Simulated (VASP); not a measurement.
A run of VASP 6.6.1 is set up as follows.

File INCAR:

```
SYSTEM = Fe
PREC = Accurate
ENCUT = 520
EDIFF = 1E-6
ISMEAR = -1
SIGMA = 0.06122561905347299
LREAL = .False.
LASPH = .True.
NELM = 80
ALGO = Normal
ISIF = 2
LWAVE = .False.
LCHARG = .True.
GGA = PE
LELF = .True.
LVHAR = .True.
NBANDS = 10
```

The input KPOINTS:

```
regular mesh
0
Gamma
  55 55 55
  0 0 0
```

The input POSCAR:

```
Fe
1.0
   -1.3797434168      1.3797434168      1.3797434168
    1.3797434168     -1.3797434168      1.3797434168
    1.3797434168      1.3797434168     -1.3797434168
Fe
1
Direct
    0.0000000000      0.0000000000      0.0000000000
```

Potentials or basis: VASP PAW PBE potentials, release 64 (Fe).

Run with:

```console
$ cat potpaw_PBE.64/Fe/POTCAR > POTCAR
$ mpirun -np 1 vasp_std > vasp.out
```

Task: What does it give for the pressure?

Result: -0.6 GPa.

Task: Predict the band gap on the k mesh.

Result: Zero (band 4 reaches 7.74 eV, above the bottom of band 5 at 5.58 eV).

Caveat: the run has no spin polarisation, though such a crystal can be magnetic. Spin polarisation is off, so any magnetic state and its effect on volume and gap are missing.
